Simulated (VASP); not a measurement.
Input of a VASP 6.6.1 run:

Contents of POSCAR:

```
Pb
1.0
    0.0000000000      2.4946408835      2.4946408835
    2.4946408835      0.0000000000      2.4946408835
    2.4946408835      2.4946408835      0.0000000000
Pb
1
Direct
    0.0000000000      0.0000000000      0.0000000000
```

Contents of INCAR.step1:

```
SYSTEM = Pb
  PREC = Accurate
  ENCUT = 520
  ISMEAR = 1
  SIGMA = 0.1
  LREAL = .FALSE.
  LASPH = .TRUE.
  NELM = 60
  NBANDS = 13
  GGA = PE
  ALGO = Normal
  EDIFF = 1E-4
  LWAVE = .TRUE.
  LCHARG = .FALSE.
```

File INCAR.step2:

```
SYSTEM = Pb
  PREC = Accurate
  ENCUT = 520
  EDIFF = 1E-7
  ISMEAR = 1
  SIGMA = 0.1
  LREAL = .FALSE.
  LASPH = .TRUE.
  NELM = 60
  ALGO = Normal
  ISIF = 2
  LWAVE = .FALSE.
  LCHARG = .FALSE.
  METAGGA = R2SCAN
  LMIXTAU = .TRUE.
  NBANDS = 13
  ISTART = 1
```

KPOINTS

```
regular mesh
0
G
  11 11 11
  0 0 0
```

Potentials or basis: VASP PAW PBE potentials, release 64 (Pb_d).

Run with:

```sh
$ cat potpaw_PBE.64/Pb_d/POTCAR > POTCAR
$ cp INCAR.step1 INCAR
$ mpirun -np 1 vasp_std > vasp.out
$ cp INCAR.step2 INCAR
$ mpirun -np 1 vasp_std > vasp.out
```

**Question.** Predict the pressure.

**Answer.** 0.0 GPa.

**Question.** What does it give for the band gap on the k mesh?

**Answer.** Zero (band 7 reaches 14.50 eV, above the bottom of band 8 at 5.53 eV).

Caveat: the PAW data sets were made with another functional, which shifts forces and pressure a little; spin-orbit coupling is left out, which moves the levels of the heavy elements.
